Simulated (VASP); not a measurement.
A run of VASP 6.6.1 is set up as follows.

Contents of INCAR:

```
ALGO = Normal
EDIFF = 1E-6
ENCUT = 600
GGA = CA
GGA_COMPAT = F
ISIF = 2
ISMEAR = -1
LASPH = T
LCHARG = T
LELF = T
LREAL = F
LVHAR = T
LWAVE = F
NBANDS = 11
NELM = 120
PREC = Accurate
SIGMA = 0.05
```

The input KPOINTS:

```
k-points
0
Gamma
  16 16 16
```

Contents of POSCAR:

```
C
1.0
    0.0000000000      1.7654120190      1.7654120190
    1.7654120190      0.0000000000      1.7654120190
    1.7654120190      1.7654120190      0.0000000000
C
2
Direct
   -0.1250000000     -0.1250000000     -0.1250000000
    0.1250000000      0.1250000000      0.1250000000
```

Potentials or basis: VASP PAW LDA potentials, release 64 (C).

The run is started by

```bash
$ cat potpaw_LDA.64/C/POTCAR > POTCAR
$ mpirun -np 1 vasp_std > vasp.out
```

Predict the pressure.

1.2 GPa.

Estimate the band gap on the k mesh.

4.17 eV, indirect (least direct gap 5.63 eV).

A k mesh can miss the band edges.
